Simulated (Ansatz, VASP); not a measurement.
## AlN: VASP beside Ansatz

The input POSCAR:

```
AlN
1.0
    0.0000000000      2.1362439000      2.0853809500
    2.1362439000      0.0000000000      2.0853809500
    2.1362439000      2.1362439000      0.0000000000
Al N
1 1
Direct
    0.5000000000      0.5000000000      0.5000000000
    0.0000000000      0.0000000000      0.0000000000
```

The input INCAR.step1:

```
ALGO = Normal
EDIFF = 1E-4
ENCUT = 520
GGA = PE
ISMEAR = 0
LASPH = True
LCHARG = False
LREAL = False
LWAVE = True
NBANDS = 11
NELM = 60
PREC = Accurate
SIGMA = 0.05
```

The input INCAR.step2:

```
ALGO = Normal
EDIFF = 1E-6
ENCUT = 520
ISIF = 2
ISMEAR = 0
ISTART = 1
LASPH = True
LCHARG = False
LMIXTAU = True
LREAL = False
LWAVE = False
METAGGA = R2SCAN
NBANDS = 11
NELM = 60
PREC = Accurate
SIGMA = 0.05
```

Contents of KPOINTS:

```
k-points
0
Gamma
  10 10 10
```

Input for Ansatz:

```yaml
crystal:
  lattice:
    - [0.0, 2.1362439, 2.08538095]
    - [2.1362439, 0.0, 2.08538095]
    - [2.1362439, 2.1362439, 0.0]
  atoms:
    - { symbol: Al, position: [0.5, 0.5, 0.5] }
    - { symbol: "N", position: [0.0, 0.0, 0.0] }
basis:
  ecutwfc: 500
kpoints:
  mp_grid: { grid: [10, 10, 10] }
hamiltonian:
  xc: r2scan
scf:
  occupations: { method: gaussian, width: 0.05 }
output:
  forces: true
  stress: true
  eigenvalues: true
```

Change from the starting cell: strain +0.050 along x and y, +0.025 along z, atoms carried along.

Alike in both runs: task single point; functional r2SCAN; k mesh 10 × 10 × 10; occupations gaussian, width 0.05 eV; no spin polarisation.

|  | VASP | Ansatz |
| --- | --- | --- |
| version | VASP 6.6.1 | Ansatz 0.2.0 |
| potentials or method | VASP PAW PBE potentials, release 64 (Al, N), cutoff 520 eV | scalar-relativistic, plane waves, PAW |
| valence electrons in the cell | 8 | 8 |

Ansatz gave:

- gap on the k mesh at the Fermi level (eV): 3.96
- least direct gap on the mesh (eV): 4.43
- pressure (GPa): -29.9
- traceless stress, the component that is largest in VASP (GPa): 1.36

Task: Which values does VASP return?

Result: gap on the k mesh at the Fermi level (eV): 3.96; least direct gap on the mesh (eV): 4.47; pressure (GPa): -30.6; traceless stress, the component that is largest in VASP (GPa): 1.40.

VASP's potentials were made for PBE, not for r2SCAN. Both programs put the cell under strong tension, so it lies far from rest at this level. The functional is the same, so the differences come from potentials, cutoffs and numerics.

Noted on VASP's run: the cell as given lies far from equilibrium.
